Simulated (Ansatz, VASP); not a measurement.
**Li: VASP beside Ansatz**

The input INCAR:

```
SYSTEM = Li
PREC = Accurate ; ENCUT = 520
EDIFF = 1E-8 ; ISMEAR = -1
SIGMA = 0.08 ; LREAL = .FALSE.
LASPH = .TRUE. ; NELM = 100
ALGO = Normal ; ISIF = 2
LWAVE = .FALSE. ; LCHARG = .FALSE.
GGA = PE ; LEFG = .TRUE.
NBANDS = 8
```

Contents of KPOINTS:

```
regular mesh
0
G
  13 13 13
  0 0 0
```

The input POSCAR:

```
Li
1.0
    0.0660600000      2.2350300000      2.2350300000
    2.2350300000      0.0660600000      2.2350300000
    2.2350300000      2.2350300000      0.0660600000
Li
1
Direct
    0.0000000000      0.0000000000      0.0000000000
```

Input for Ansatz:

```yaml
crystal:
  lattice:
    - [0.06606, 2.23503, 2.23503]
    - [2.23503, 0.06606, 2.23503]
    - [2.23503, 2.23503, 0.06606]
  atoms:
    - { symbol: Li, position: [0.0, 0.0, 0.0] }
kpoints:
  mp_grid: { grid: [13, 13, 13] }
scf:
  occupations: { method: fermi_dirac, width: 0.08 }
hamiltonian:
  xc: pbe
  pseudopotentials: { kind: all_electron, datasets: crystal }
output:
  forces: true
  stress: true
  eigenvalues: true
  efg: { contact_densities: true }
```

Change from the starting cell: equal xy, yz and zx shear strains of +3 %, crystal datasets.

Alike in both runs: task electric field gradients; functional PBE; k mesh 13 × 13 × 13; occupations fermi-dirac, width 0.08 eV; no spin polarisation.

```csv
,VASP,Ansatz
version,VASP 6.6.1,Ansatz 0.2.0
potentials or method,"VASP PAW PBE potentials, release 64 (Li_sv), cutoff 520 eV","all-electron PAW with datasets made for the crystal, scalar-relativistic"
```

Ansatz gave:

```
size of Vzz on the site where it differs most (V/Å²) : 0.2
```

What did VASP give for the same quantities?

Size of Vzz on the site where it differs most (V/Å²): 0.3.

Ansatz ran all-electron here, and VASP with PAW potentials.

Noted on VASP's run: the cutoff is short for stress, so the pressure is rough.
